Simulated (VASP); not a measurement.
Write the native input for VASP 6.6.1 that does the following.

```
Task                   : single point
Functional             : PBE
Potentials or basis    : VASP PAW PBE potentials, release 64 (Te)
Cutoff                 : 520 eV
k mesh                 : 15 × 15 × 15
Occupations            : gaussian, width 0.15 eV
Spin                   : no spin polarisation
Dipole correction      : no
Further INCAR settings : ALGO = Normal; EDIFF = 1e-06; NBANDS = 9
```

The structure of Te lies in POSCAR:

```
Te
1.0
    2.2737721817      1.3127629812      1.9236112657
   -2.2737721817      1.3127629812      1.9236112657
    0.0000000000     -2.6255259624      1.9236112658
Te
1
Direct
    0.5000000000      0.5000000000      0.5000000000
```

The input as run:

INCAR

```
  ALGO = Normal
  EDIFF = 1E-6
  ENCUT = 520
  GGA = PE
  ISIF = 2
  ISMEAR = 0
  LASPH = T
  LCHARG = F
  LREAL = F
  LWAVE = F
  NBANDS = 9
  NELM = 100
  PREC = Accurate
  SIGMA = 0.15
```

KPOINTS

```
k-points
0
Gamma
  15 15 15
```

Potentials or basis: VASP PAW PBE potentials, release 64 (Te).

Run with:

```sh
$ cat potpaw_PBE.64/Te/POTCAR > POTCAR
$ mpirun -np 1 vasp_std > vasp.out
```

It gave:

* Pressure: -2.4 GPa
* Band gap on the k mesh: zero (bands 3 and 4 overlap by 4.94 eV)

Caveat: spin-orbit coupling is left out, which moves the levels of the heavy elements.

Wall time 16 s on 1 thread of Intel(R) Xeon(R) 6975P-C (Granite Rapids), with other jobs on the host, peak memory 0.21 GiB.
